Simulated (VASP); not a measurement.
A run of VASP 6.6.1 is set up as follows.

File INCAR:

```
SYSTEM = Al5P4
  ALGO = Normal
  DIPOL = 0.5 0.5 0.500
  EDIFF = 1E-7
  EDIFFG = -0.02
  ENCUT = 450
  GGA = PE
  GGA_COMPAT = .FALSE.
  IBRION = 2
  IDIPOL = 3
  ISIF = 2
  ISMEAR = 0
  LASPH = .TRUE.
  LCHARG = .FALSE.
  LDIPOL = .TRUE.
  LREAL = .FALSE.
  LWAVE = .FALSE.
  NELM = 120
  NELMDL = -8
  NELMIN = 4
  NSW = 80
  PREC = Accurate
  SIGMA = 0.05
```

The input KPOINTS:

```
k-points
0
G
  7 7 1
  0 0 0
```

The input POSCAR:

```
Al5P4
1.0
    3.8938964222      0.0000000000      0.0000000000
    0.0000000000      3.8938964222      0.0000000000
    0.0000000000      0.0000000000     26.0136022615
Al P
5 4
Direct
    0.5000000000      0.5000000000      0.2883107047
    0.0000000000      0.0000000000      0.3941553524
    0.5000000000      0.5000000000      0.5000000000
    0.0000000000      0.0000000000      0.6058446476
    0.5000000000      0.5000000000      0.7116892953
    0.5000000000      0.0000000000      0.3412330285
    0.0000000000      0.5000000000      0.4470776762
    0.5000000000      0.0000000000      0.5529223238
    0.0000000000      0.5000000000      0.6587669715
```

Potentials or basis: VASP PAW PBE potentials, release 64 (Al, P).

Run with:

```console
$ cat potpaw_PBE.64/Al/POTCAR potpaw_PBE.64/P/POTCAR > POTCAR
$ mpirun -np 1 vasp_std > vasp.out
```

**Question.** Predict the energy gained by relaxing.

**Answer.** 2.7 meV/atom.

**Question.** Predict the band gap on the k mesh.

**Answer.** Zero (an odd number of electrons rules out a gap without spin polarisation).

The path:
```tsv
step	energy change (eV)	largest force (eV/Å)	pressure (GPa)
1	0.0000	0.3424	-0.23
2	-0.0145	0.2122	-0.28
3	-0.0203	0.1031	-0.33
4	-0.0227	0.0551	-0.36
5	-0.0233	0.0497	-0.38
6	-0.0235	0.0236	-0.39
7	-0.0235	0.0331	-0.40
8	-0.0238	0.0297	-0.41
9	-0.0243	0.0223	-0.45
10	-0.0243	0.0511	-0.54
11	-0.0245	0.0275	-0.50
12	-0.0246	0.0228	-0.53
13	-0.0246	0.0073	-0.52
```

Caveat: an odd number of electrons without spin polarisation forces a metal; a magnetic or distorted state may lie lower.
